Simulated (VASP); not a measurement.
# Cu (Im-3m) in VASP: notebook

The runs below take Cu through relaxation of cell and atoms, with PBE.

Everything below comes from runs of VASP 6.6.1. Logs are shortened: lines on timing, memory, paths and dates and some standing lists are left out, and cuts for length are marked.

## (1) The cell of the first run

The structure is cubic, space group Im-3m (No. 229). Conventional cell: a = 2.909 Å, b = 2.909 Å, c = 2.909 Å, α = 90.00°, β = 90.00°, γ = 90.00°. Within 3.3 Å of Cu (site symmetry m-3m) lie 14 Cu at 2.52 to 2.91 Å.

## (2) Relaxation of cell and atoms, PBE, target pressure -3.7 GPa, at which the enthalpy is minimised

INCAR reads:

```
PREC = Accurate ; ENCUT = 600
EDIFF = 1E-6 ; ISMEAR = -1
SIGMA = 0.05 ; LREAL = F
LASPH = T ; NELM = 80
ALGO = Normal ; ISIF = 3
LWAVE = F ; LCHARG = F
GGA = PE ; IBRION = 2
NSW = 60 ; EDIFFG = -0.005
PSTRESS = -37.0
```

KPOINTS reads:

```
regular mesh
0
Gamma
  18 18 18
```

POSCAR reads:

```
Cu
1.0
   -1.4545044229      1.4545044229      1.4545044229
    1.4545044229     -1.4545044229      1.4545044229
    1.4545044229      1.4545044229     -1.4545044229
Cu
1
Direct
    0.0000000000      0.0000000000      0.0000000000
```

Potentials or basis: VASP PAW PBE potentials, release 64 (Cu).

On the command line:

```sh
$ cat potpaw_PBE.64/Cu/POTCAR > POTCAR
$ mpirun -np 1 vasp_std > vasp.out
```

OUTCAR:

```text
PREC = Accurate
   ENCUT = 600
   EDIFF = 1E-6
   ISMEAR = -1
   LREAL = F
   LASPH = T
   NELM = 80
   ISIF = 3
   GGA = PE
   IBRION = 2
   NSW = 60
   EDIFFG = -0.005
   PSTRESS = -37.0

 ion  position               nearest neighbor table
   1  0.000  0.000  0.000-

  LATTYP: Found a body centered cubic cell.
 ALAT       =     2.9090088458

  Lattice vectors:

 A1 = (  -1.4545044229,   1.4545044229,   1.4545044229)
 A2 = (   1.4545044229,  -1.4545044229,   1.4545044229)
 A3 = (   1.4545044229,   1.4545044229,  -1.4545044229)

Analysis of symmetry for initial positions (statically):
=====================================================================
 Subroutine PRICEL returns:
 Original cell was already a primitive cell.

 Routine SETGRP: Setting up the symmetry group for a
 body centered cubic supercell.

 Subroutine GETGRP returns: Found 48 space group operations
 (whereof 48 operations were pure point group operations)
 out of a pool of 48 trial point group operations.

The static configuration has the point symmetry O_h .

Analysis of symmetry for dynamics (positions and initial velocities):
=====================================================================
 Subroutine PRICEL returns:
 Original cell was already a primitive cell.

 Routine SETGRP: Setting up the symmetry group for a
 body centered cubic supercell.

 Subroutine GETGRP returns: Found 48 space group operations
 (whereof 48 operations were pure point group operations)
 out of a pool of 48 trial point group operations.

The dynamic configuration has the point symmetry O_h .

 Subroutine INISYM returns: Found 48 space group operations
 (whereof 48 operations are pure point group operations),
 and found     1 'primitive' translations

----------------------------------------------------------------------------------------

                                     Primitive cell

  volume of cell :      12.3085

  direct lattice vectors                    reciprocal lattice vectors
    -1.454504423  1.454504423  1.454504423     0.000000000  0.343759697  0.343759697
     1.454504423 -1.454504423  1.454504423     0.343759697  0.000000000  0.343759697
     1.454504423  1.454504423 -1.454504423     0.343759697  0.343759697  0.000000000

  length of vectors
     2.519275560  2.519275560  2.519275560     0.486149626  0.486149626  0.486149626

  position of ions in fractional coordinates (direct lattice)
     0.000000000  0.000000000  0.000000000

  ion indices of the primitive-cell ions
   primitive index   ion index
                 1           1

----------------------------------------------------------------------------------------

 KPOINTS: regular mesh

Automatic generation of k-mesh.
 Grid dimensions read from file:
 generate k-points for:   18   18   18

 Generating k-lattice:

  Cartesian coordinates                     Fractional coordinates (reciprocal lattice)
     0.000000000  0.019097761  0.019097761     0.055555556  0.000000000  0.000000000
     0.019097761  0.000000000  0.019097761     0.000000000  0.055555556  0.000000000
     0.019097761  0.019097761  0.000000000     0.000000000  0.000000000  0.055555556

  Length of vectors
     0.027008313  0.027008313  0.027008313

  Shift w.r.t. Gamma in fractional coordinates (k-lattice)
     0.000000000  0.000000000  0.000000000

 Subroutine IBZKPT returns following result:
 ===========================================

 Found    195 irreducible k-points:

 Following reciprocal coordinates:
            Coordinates               Weight
  0.000000  0.000000  0.000000      1.000000
  0.055556  0.000000  0.000000     12.000000
  0.111111  0.000000  0.000000     12.000000
  0.166667  0.000000  0.000000     12.000000
  0.222222  0.000000  0.000000     12.000000
  0.277778  0.000000  0.000000     12.000000
[... 16 lines left out ...]
  0.333333  0.111111  0.000000     48.000000
  0.388889  0.111111  0.000000     48.000000
 [... further k-points ...]
   k-points           NKPTS =    195   k-points in BZ     NKDIM =    195   number of bands    NBANDS=      9
   number of dos      NEDOS =    301   number of ions     NIONS =      1
   total plane-waves  NPLWV =   8000
   dimension x,y,z NGX =    20 NGY =   20 NGZ =   20
   dimension x,y,z NGXF=    40 NGYF=   40 NGZF=   40
   ions per type =               1
   NGX,Y,Z   is equivalent  to a cutoff of  13.20, 13.20, 13.20 a.u.
   NGXF,Y,Z  is equivalent  to a cutoff of  26.40, 26.40, 26.40 a.u.
 SYSTEM =  unknown system
   PREC   = accura    normal or accurate (medium, high low for compatibility)
   ISTART =      0    job   : 0-new  1-cont  2-samecut
   ICHARG =      2    charge: 1-file 2-atom 10-const
   ISPIN  =      1    spin polarized calculation?
   LNONCOLLINEAR =      F non collinear calculations
   LSORBIT =      F    spin-orbit coupling
   LASPH  =      T    aspherical Exc in radial PAW
   ENCUT  =  600.0 eV  44.10 Ry    6.64 a.u.   5.03  5.03  5.03*2*pi/ulx,y,z
   NELM   =     80;   NELMIN=  2; NELMDL= -5     # of ELM steps
   EDIFF  = 0.1E-05   stopping-criterion for ELM
   LREAL  =      F    real-space projection
   EDIFFG = -.5E-02   stopping-criterion for IOM
   NSW    =     60    number of steps for IOM
   IBRION =      2    ionic relax: 0-MD 1-quasi-New 2-CG
   NFREE  =      1    steps in history (QN), initial steepest desc. (CG)
   ISIF   =      3    stress and relaxation
   ISYM   =      2    0-nonsym 1-usesym 2-fastsym
   POTIM  = 0.5000    time-step for ionic-motion
   TEBEG  =    0.0;   TEEND  =   0.0 temperature during run
   PSTRESS=  -37.0 pullay stress
   NELECT =      11.0000    total number of electrons
   NUPDOWN=      -1.0000    fix difference up-down
   EMIN   =  10.00;   EMAX   =-10.00  energy-range for DOS
   EFERMI =   0.00;   METHOD = LEGACY
   ISMEAR =    -1;   SIGMA  =   0.05  broadening in eV -4-tet -1-fermi 0-gaus
   EFERMI_NEDOS =   21; number of points for ismear=-14 and -15
   IALGO  =     38    algorithm
   IMIX   =      4    mixing-type and parameters
     AMIX     =   0.40;   BMIX     =  1.00
     AMIX_MAG =   1.60;   BMIX_MAG =  1.00
  volume/ion in A,a.u.               =      12.31        83.06
  Fermi-wavevector in a.u.,A,eV,Ry     =   1.576900  2.979908 33.832411  2.486612
  Thomas-Fermi vector in A             =   2.677663
   LORBIT       =      0    0 simple, 1 ext, 2 COOP (PROOUT), +10 PAW based schemes
   GGA     = PE    functional components
   LHFCALC =     F    Hartree Fock is set to
   AEXX    =    0.0000 exact exchange contribution
   IVDW    =     0    specifies the selected vdW correction
   LEPSILON=     F    determine dielectric tensor
   LRPA    =     F    only Hartree local field effects (RPA)
 conjugate gradient relaxation of ions
 non-spin polarized calculation
  energy-cutoff  :      600.00
  volume of cell :       12.31
 maximum number of plane-waves:       426
   NGX =  9   NGY =  9   NGZ =  9

--------------------------------------- Ionic step        1  -------------------------------------------

 number of electron      11.0000011 magnetization

 Free energy of the ion-electron system (eV)
  ---------------------------------------------------
  ext. energy  EPLUGINS =         0.00000000
  ---------------------------------------------------
  free energy    TOTEN  =        -3.68773147 eV

  energy without entropy =       -3.68281718  energy(sigma->0) =       -3.68527432

------------------------ aborting loop because EDIFF is reached ----------------------------------------

  FORCE on cell =-STRESS in cart. coord.  units (eV):
  Direction    XX          YY          ZZ          XY          YZ          ZX
  --------------------------------------------------------------------------------------
  -------------------------------------------------------------------------------------
  Total       -0.2046191     -0.2046191     -0.2046191     -0.0000000     -0.0000000      0.0000000
  in kB      -26.6349382    -26.6349382    -26.6349382     -0.0000000     -0.0000000      0.0000000
  external PRESSURE =      10.3650618 kB  Pullay stress =     -37.0000000 kB
[... 59 lines left out ...]
  enthalpy is  TOTEN    =        -3.9722892510 eV   P V=       -0.2875356331

--------------------------------------- Ionic step        3  -------------------------------------------

 number of electron      11.0000012 magnetization

 Free energy of the ion-electron system (eV)
  ---------------------------------------------------
  ext. energy  EPLUGINS =         0.00000000
  ---------------------------------------------------
  free energy    TOTEN  =        -3.68560791 eV

  energy without entropy =       -3.68067202  energy(sigma->0) =       -3.68313996

 E-fermi :   6.9855     XC(G=0): -12.4405

 val. band max:        6.9683713910   @ k =  -0.3333   0.3333   0.2778
 cond. band min:       6.9983556760   @ k =   0.3889   0.1111   0.0000
 fundamental gap:      0.0299842849
 Fermi energy:         6.9855064835

 k-point     1 :       0.0000    0.0000    0.0000
  band No.  band energies     occupation
      1      -1.9894      2.00000
      2       4.0285      2.00000
      3       4.0285      2.00000
      4       4.0285      2.00000
      5       4.9677      2.00000
      6       4.9677      2.00000
      7      31.5595      0.00000
      8      31.5595      0.00000
      9      31.5595      0.00000
[... 265 lines left out ...]
 k-point    24 :       0.3889    0.1111    0.0000
  band No.  band energies     occupation
      1       2.3773      2.00000
      2       3.4175      2.00000
      3       4.5768      2.00000
      4       4.9112      2.00000
      5       5.2470      2.00000
      6       6.9984      0.87221
      7      12.1104      0.00000
      8      20.7475      0.00000
      9      23.9120      0.00000

 [... further k-points ...]
[... 5 lines left out ...]
  --------------------------------------------------------------------------------------
  -------------------------------------------------------------------------------------
  Total       -0.2857160     -0.2857160     -0.2857160      0.0000000     -0.0000000      0.0000000
  in kB      -36.8709294    -36.8709294    -36.8709294      0.0000000     -0.0000000      0.0000000
  external PRESSURE =       0.1290706 kB  Pullay stress =     -37.0000000 kB
[... 16 lines left out ...]
  FREE ENERGIE OF THE ION-ELECTRON SYSTEM (eV)
  ---------------------------------------------------
  free  energy   TOTEN  =        -3.6856079064 eV

  energy  without entropy=       -3.6806720185  energy(sigma->0) =       -3.68313996

  enthalpy is  TOTEN    =        -3.9723240775 eV   P V=       -0.2867161710

 reached required accuracy - stopping structural energy minimisation
```

It took 16 s on 1 thread of Intel Xeon 6975P-C (Granite Rapids), shared host; peak memory 0.15 GiB.

Results:

```
Free energy                                            : -3.6856 eV
Relaxed volume                                         : 12.42 Å³/atom
Relaxed cell                                           : a = 2.527 Å, b = 2.527 Å, c = 2.527 Å, α = 109.47°, β = 109.47°, γ = 109.47°
Space group after relaxing (to 0.05 Å)                 : Im-3m (No. 229)
Energy change on relaxing (the enthalpy is what falls) : +2.1 meV/atom
Ionic steps                                            : 3
Pressure after relaxing                                : -3.7 GPa
```

The path:
| step | energy change (eV) | largest force (eV/Å) | pressure (GPa) | volume (Å³) |
| --- | --- | --- | --- | --- |
| 1 | 0.0000 | 0.0000 | -2.66 | 12.31 |
| 2 | 0.0030 | 0.0000 | -4.04 | 12.45 |
| 3 | 0.0021 | 0.0000 | -3.69 | 12.42 |

Final structure:
```yaml
crystal:
  lattice:
    - [-1.45870, 1.45870, 1.45870]
    - [1.45870, -1.45870, 1.45870]
    - [1.45870, 1.45870, -1.45870]
  atoms:
    - { symbol: Cu, position: [0.00000, 0.00000, 0.00000] }
```

Caveat: the cell is relaxed towards a set pressure, so the enthalpy falls and the energy may rise.

## (3) Relaxation of cell and atoms, PBE, target pressure -3.7 GPa, at which the enthalpy is minimised

This run uses another cell than the first one, of 12.35 Å³/atom, 1.004 times its volume.

INCAR reads:

```
SYSTEM = Cu
PREC = Accurate
ENCUT = 600
EDIFF = 1E-6
ISMEAR = -1
SIGMA = 0.05
LREAL = .FALSE.
LASPH = .TRUE.
NELM = 60
ALGO = Normal
ISIF = 3
LWAVE = .FALSE.
LCHARG = .FALSE.
GGA = PE
IBRION = 2
NSW = 32
EDIFFG = -0.005
PSTRESS = -37.0
```

KPOINTS reads:

```
regular mesh
0
G
  18 18 18
  0 0 0
```

POSCAR reads:

```
Cu
1.0
   -1.4562970586      1.4562970586      1.4562970586
    1.4562970586     -1.4562970586      1.4562970586
    1.4562970586      1.4562970586     -1.4562970586
Cu
1
Direct
    0.0000000000      0.0000000000      0.0000000000
```

Potentials or basis: VASP PAW PBE potentials, release 64 (Cu).

On the command line:

```sh
$ cat potpaw_PBE.64/Cu/POTCAR > POTCAR
$ mpirun -np 1 vasp_std > vasp.out
```

Wall time 17 s (1 thread of Intel Xeon 6975P-C (Granite Rapids), shared host); peak memory 0.15 GiB.

Results (log left out):

```yaml
Free_energy: -3.6855 eV
Relaxed_volume: 12.42 Å³/atom
Relaxed_cell: a = 2.527 Å, b = 2.527 Å, c = 2.527 Å, α = 109.47°, β = 109.47°, γ = 109.47°
Space_group_after_relaxing_to_0.05_Å: Im-3m (No. 229)
Energy_change_on_relaxing_the_enthalpy_is_what_falls: +1.4 meV/atom
Ionic_steps: 3
Pressure_after_relaxing: -3.7 GPa
```

Step by step:
```
step  energy change (eV)  largest force (eV/Å)  pressure (GPa)  volume (Å³)
   1              0.0000                0.0000           -3.11        12.35
   2              0.0018                0.0000           -3.79        12.44
   3              0.0014                0.0000           -3.72        12.42
```

Final structure:
```
Cu
1.0
    -1.45884    1.45884    1.45884
     1.45884   -1.45884    1.45884
     1.45884    1.45884   -1.45884
Cu
1
Direct
  0.00000 0.00000 0.00000
```

Levels at points of the mesh, in eV from the Fermi level:
| k point | band 4 | band 5 | band 6 | band 7 | band 8 | band 9 |
| --- | --- | --- | --- | --- | --- | --- |
| (0.00, 0.00, 0.00) | -2.96 | -2.02 | -2.02 | 24.57 | 24.57 | 24.57 |
| (0.50, 0.00, 0.00) | -1.92 | -1.34 | -0.46 | 4.08 | 16.93 | 17.08 |
| (0.50, 0.50, 0.50) | -1.50 | -1.50 | 7.98 | 7.98 | 7.98 | 13.22 |

Caveat: the cell is relaxed towards a set pressure, so the enthalpy falls and the energy may rise.
